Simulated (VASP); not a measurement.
# MgCd3Te4 (P-43m) in VASP: a series of runs, part 2 of 2

VASP 6.6.1.

## Step 5: Relaxation of cell and atoms, PBE

INCAR reads:

```
ALGO = Normal ; EDIFF = 1E-7
EDIFFG = -0.04 ; ENCUT = 600
GGA = PE ; IBRION = 2
ISIF = 3 ; ISMEAR = 0
LASPH = True ; LCHARG = False
LREAL = False ; LWAVE = False
NELM = 80 ; NSW = 90
PREC = Accurate ; SIGMA = 0.1
```

KPOINTS reads:

```
k-points
0
Gamma
  4 4 4
```

POSCAR reads:

```
MgCd3Te4
1.0
    6.1025266100      0.0000000000      0.0000000000
    0.0000000000      6.1025266100      0.0000000000
    0.0000000000      0.0000000000      6.1025266100
Mg Cd Te
1 3 4
Direct
    0.5000000000      0.5000000000      0.5000000000
    0.0000000000      0.0000000000      0.5000000000
    0.0000000000      0.5000000000      0.0000000000
    0.5000000000      0.0000000000      0.0000000000
    0.7500000000      0.7500000000      0.7500000000
    0.7500000000      0.2500000000      0.2500000000
    0.2500000000      0.7500000000      0.2500000000
    0.2500000000      0.2500000000      0.7500000000
```

Potentials or basis: VASP PAW PBE potentials, release 64 (Mg, Cd, Te).

On the command line:

```console
$ cat potpaw_PBE.64/Mg/POTCAR potpaw_PBE.64/Cd/POTCAR potpaw_PBE.64/Te/POTCAR > POTCAR
$ mpirun -np 1 vasp_std > vasp.out
```

OUTCAR:

```text
EDIFF = 1E-7
   EDIFFG = -0.04
   ENCUT = 600
   GGA = PE
   IBRION = 2
   ISIF = 3
   ISMEAR = 0
   LASPH = True
   LREAL = False
   NELM = 80
   NSW = 90
   PREC = Accurate

 ion  position               nearest neighbor table
   1  0.500  0.500  0.500-   5 2.64   6 2.64   7 2.64   8 2.64
   2  0.000  0.000  0.500-   5 2.64   6 2.64   7 2.64   8 2.64
   3  0.000  0.500  0.000-   5 2.64   6 2.64   7 2.64   8 2.64
   4  0.500  0.000  0.000-   5 2.64   6 2.64   7 2.64   8 2.64
   5  0.750  0.750  0.750-   1 2.64   2 2.64   3 2.64   4 2.64
   6  0.750  0.250  0.250-   1 2.64   2 2.64   3 2.64   4 2.64
   7  0.250  0.750  0.250-   1 2.64   2 2.64   3 2.64   4 2.64
   8  0.250  0.250  0.750-   1 2.64   2 2.64   3 2.64   4 2.64

  LATTYP: Found a simple cubic cell.
 ALAT       =     6.1025266100

  Lattice vectors:

 A1 = (   6.1025266100,   0.0000000000,   0.0000000000)
 A2 = (   0.0000000000,   6.1025266100,   0.0000000000)
 A3 = (   0.0000000000,   0.0000000000,   6.1025266100)

Analysis of symmetry for initial positions (statically):
=====================================================================
 Subroutine PRICEL returns:
 Original cell was already a primitive cell.

 Routine SETGRP: Setting up the symmetry group for a
 simple cubic supercell.
[... 155 lines left out ...]

--------------------------------------- Ionic step        1  -------------------------------------------

 number of electron      61.9999992 magnetization

 Free energy of the ion-electron system (eV)
  ---------------------------------------------------
  ext. energy  EPLUGINS =         0.00000000
  ---------------------------------------------------
  free energy    TOTEN  =       -18.68358108 eV

  energy without entropy =      -18.68358108  energy(sigma->0) =      -18.68358108

------------------------ aborting loop because EDIFF is reached ----------------------------------------

  FORCE on cell =-STRESS in cart. coord.  units (eV):
  Direction    XX          YY          ZZ          XY          YZ          ZX
  --------------------------------------------------------------------------------------
  -------------------------------------------------------------------------------------
  Total       19.9759687     19.9759687     19.9759687      0.0000000      0.0000000     -0.0000000
  in kB      140.8281215    140.8281215    140.8281215      0.0000000      0.0000000     -0.0000000
  external PRESSURE =     140.8281215 kB  Pullay stress =       0.0000000 kB
[... 197 lines left out ...]
--------------------------------------- Ionic step        6  -------------------------------------------

 number of electron      62.0000034 magnetization

 Free energy of the ion-electron system (eV)
  ---------------------------------------------------
  ext. energy  EPLUGINS =         0.00000000
  ---------------------------------------------------
  free energy    TOTEN  =       -20.81420894 eV

  energy without entropy =      -20.81420894  energy(sigma->0) =      -20.81420894

 E-fermi :   2.1838     XC(G=0):  -8.1687

 val. band max:        1.7517625960   @ k =   0.0000   0.0000   0.0000
 cond. band min:       2.7430951828   @ k =   0.0000   0.0000   0.0000
 fundamental gap:      0.9913325868
 Fermi energy:         2.1838327025

 k-point     1 :       0.0000    0.0000    0.0000
  band No.  band energies     occupation
      1      -8.8841      2.00000
      2      -8.3838      2.00000
      3      -8.3838      2.00000
      4      -8.3838      2.00000
      5      -6.1629      2.00000
      6      -6.1629      2.00000
[... 424 lines left out ...]
  FREE ENERGIE OF THE ION-ELECTRON SYSTEM (eV)
  ---------------------------------------------------
  free  energy   TOTEN  =       -20.8142089407 eV

  energy  without entropy=      -20.8142089407  energy(sigma->0) =      -20.81420894

 reached required accuracy - stopping structural energy minimisation
```

Wall time 6.7 min (1 thread of Intel Xeon Platinum 8559C (Emerald Rapids), shared host); peak memory 0.43 GiB.

What came out:

```
Free energy                           : -20.8142 eV
Relaxed volume                        : 35.88 Å³/atom
Relaxed cell                          : a = 6.596 Å, b = 6.596 Å, c = 6.596 Å, α = 90.00°, β = 90.00°, γ = 90.00°
Space group after relaxing (to 0.1 Å) : P-43m (No. 215)
Energy gained by relaxing             : 266.3 meV/atom
Ionic steps                           : 6
Pressure after relaxing               : 0.0 GPa
Band gap on the k mesh                : 0.99 eV
```

The path:
```
step  energy change (eV)  largest force (eV/Å)  pressure (GPa)  volume (Å³)
   1              0.0000                0.6018           14.08       227.26
   2             -1.7959                0.0197           -2.95       319.68
   3             -2.1285                0.0801            0.11       286.10
   4             -2.1288                0.0747           -0.05       287.37
   5             -2.1297                0.0527           -0.04       287.27
   6             -2.1306                0.0018           -0.02       287.02
```

Final structure:
```xyz
8
Lattice="6.5963 0.0000 0.0000 0.0000 6.5963 0.0000 0.0000 0.0000 6.5963" Properties=species:S:1:pos:R:3 pbc="T T T"
Mg    3.2982    3.2982    3.2982
Cd    0.0000    0.0000    3.2982
Cd    0.0000    3.2982    0.0000
Cd    3.2982    0.0000    6.5963
Te    4.9275    4.9275    4.9275
Te    4.9275    1.6688    1.6688
Te    1.6688    4.9275    1.6688
Te    1.6688    1.6688    4.9275
```

Caveat: the volume moved by over 15 % at a fixed basis, so the end points are rough; spin-orbit coupling is left out, which moves the levels of the heavy elements.

## Step 6: Relaxation of cell and atoms, PBE

This run uses another cell than the first one, of 35.62 Å³/atom.

INCAR reads:

```
SYSTEM = MgCd3Te4
ALGO     = Normal         ! electronic algorithm
EDIFF    = 1E-7           ! SCF threshold, eV
EDIFFG   = -0.01          ! ionic threshold
ENCUT    = 600            ! plane-wave cutoff, eV
GGA      = PE             ! functional
IBRION   = 2              ! ionic algorithm
ISIF     = 3              ! what is computed and relaxed
ISMEAR   = 0              ! smearing method
LASPH    = .TRUE.         ! aspherical terms in the spheres
LCHARG   = .FALSE.        ! write CHGCAR
LREAL    = .FALSE.        ! projectors in reciprocal space
LWAVE    = .FALSE.        ! write WAVECAR
NELM     = 100            ! most SCF steps
NSW      = 100            ! ionic steps
PREC     = Accurate       ! precision mode
SIGMA    = 0.02           ! smearing width, eV
```

KPOINTS reads:

```
k-points
0
G
  4 4 4
  0 0 0
```

POSCAR reads:

```
MgCd3Te4
1.0
    6.5806438973      0.0000000000      0.0000000000
    0.0000000000      6.5806438973      0.0000000000
    0.0000000000      0.0000000000      6.5806438973
Mg Cd Te
1 3 4
Direct
    0.5000000000      0.5000000000      0.5000000000
    0.0000000000      0.0000000000      0.5000000000
    0.0000000000      0.5000000000      0.0000000000
    0.5000000000      0.0000000000      0.0000000000
    0.7473564191      0.7473564191      0.7473564191
    0.7473564191      0.2526435809      0.2526435809
    0.2526435809      0.7473564191      0.2526435809
    0.2526435809      0.2526435809      0.7473564191
```

Potentials or basis: VASP PAW PBE potentials, release 64 (Mg, Cd, Te).

On the command line:

```console
$ cat potpaw_PBE.64/Mg/POTCAR potpaw_PBE.64/Cd/POTCAR potpaw_PBE.64/Te/POTCAR > POTCAR
$ mpirun -np 1 vasp_std > vasp.out
```

Run time: 6.9 min. Hardware: 1 thread of Intel Xeon Platinum 8559C (Emerald Rapids), shared host; peak memory 0.5 GiB.

Results (log left out):

```yaml
Free_energy: -20.8205 eV
Relaxed_volume: 35.83 Å³/atom
Relaxed_cell: a = 6.593 Å, b = 6.593 Å, c = 6.593 Å, α = 90.00°, β = 90.00°, γ = 90.00°
Space_group_after_relaxing_to_0.1_Å: P-43m (No. 215)
Energy_gained_by_relaxing: 0.2 meV/atom
Ionic_steps: 5
Pressure_after_relaxing: 0.0 GPa
Band_gap_on_the_k_mesh: 1.00 eV
```

Step by step:
| step | energy change (eV) | largest force (eV/Å) | pressure (GPa) | volume (Å³) |
| --- | --- | --- | --- | --- |
| 1 | 0.0000 | 0.0284 | 0.20 | 284.97 |
| 2 | -0.0012 | 0.0159 | -0.02 | 286.85 |
| 3 | -0.0012 | 0.0167 | -0.01 | 286.72 |
| 4 | -0.0012 | 0.0114 | -0.01 | 286.69 |
| 5 | -0.0013 | 0.0000 | 0.00 | 286.63 |

Final structure:
```
Mg Cd Te
1.0
     6.59335    0.00000    0.00000
     0.00000    6.59335    0.00000
     0.00000    0.00000    6.59335
Mg Cd Te
1 3 4
Direct
  0.50000 0.50000 0.50000
  0.00000 0.00000 0.50000
  0.00000 0.50000 0.00000
  0.50000 0.00000 0.00000
  0.74702 0.74702 0.74702
  0.74702 0.25298 0.25298
  0.25298 0.74702 0.25298
  0.25298 0.25298 0.74702
```

Levels at points of the mesh, in eV from the valence-band top:
| k point | band 29 | band 30 | band 31 | band 32 | band 33 | band 34 |
| --- | --- | --- | --- | --- | --- | --- |
| (0.00, 0.00, 0.00) | 0.00 | 0.00 | 0.00 | 1.00 | 2.58 | 2.58 |
| (0.50, 0.00, 0.00) | -0.96 | -0.79 | -0.79 | 2.97 | 3.07 | 3.53 |
| (0.50, 0.50, 0.00) | -0.69 | -0.67 | -0.49 | 3.08 | 3.19 | 3.19 |
| (0.50, 0.50, 0.50) | -0.53 | -0.53 | -0.53 | 1.88 | 1.88 | 1.88 |

Caveat: spin-orbit coupling is left out, which moves the levels of the heavy elements.

## Step 7: Overview

```tsv
task	cell	cutoff (eV)	smearing	gap on the mesh (eV)	pressure (GPa)	relaxed volume (Å³/atom)	largest force (eV/Å)
single point	a = 6.103 Å, 8 atoms, atomic positions A	520	gaussian 0.1 eV	1.78	14.1	-	-
single point	a = 6.581 Å, 8 atoms, atomic positions B	520	gaussian 0.1 eV	1.01	0.2	-	0.03
single point	a = 6.591 Å, 8 atoms, atomic positions C	520	gaussian 0.02 eV	1.00	0.1	-	0.02
relaxation of cell and atoms	relaxed from a = 6.103 Å, 8 atoms, atomic positions A	600	gaussian 0.1 eV	0.99	0.0	35.88	-
relaxation of cell and atoms	relaxed from a = 6.581 Å, 8 atoms, atomic positions B	600	gaussian 0.02 eV	1.00	0.0	35.83	-
```

Alike in all rows: level PBE; potentials or basis VASP PAW PBE potentials, release 64 (Mg, Cd, Te); no spin polarisation; k mesh 4 × 4 × 4.

Caveats: spin-orbit coupling is left out, which moves the levels of the heavy elements; the cell stands under pressure (at least some runs); the volume moved by over 15 % at a fixed basis, so the end points are rough (at least some runs).

Absolute energies hang on the potentials; compare differences alone.
